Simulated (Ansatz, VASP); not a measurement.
Ge3W2: VASP beside Ansatz

```
Ge W
1.0
     3.85150    0.00000    0.00000
     0.00000    3.85150    0.00000
     0.00000    0.00000    5.67279
Ge W
3 2
Direct
  0.50000 0.00000 0.99346
  0.00000 0.50000 0.99346
  0.00000 0.00000 0.27214
  0.00000 0.00000 0.72113
  0.50000 0.50000 0.28981
```

Change from the starting cell: species swapped into the Cu3Te2 type (P4mm, No. 99).

Alike in both runs: task relaxation of cell and atoms; functional PBE; k mesh 4 × 4 × 4; occupations gaussian, width 0.1 eV; no spin polarisation.

|  | VASP | Ansatz |
| --- | --- | --- |
| version | VASP 6.6.1 | Ansatz 0.2.0 |
| potentials or method | VASP PAW PBE potentials, release 64 (Ge_d, W_sv), cutoff 600 eV | scalar-relativistic, plane waves, PAW |
| valence electrons in the cell | 70 | 70 |

|  | VASP | Ansatz | Ansatz less VASP |
| --- | --- | --- | --- |
| gap on the k mesh at the Fermi level, each at its own relaxed structure (eV) | none | none | - |
| relaxed volume (Å³/atom) | 18.57 | 18.56 | -0.011 |
| relaxed cell length with the largest relative difference (Å) | 7.321 | 7.327 | +0.0060 |

A gap of «none» marks a metal or a gap that the smearing closes.

The k mesh is coarse, so the values compare programs but aren't converged. Spin-orbit coupling is off throughout.
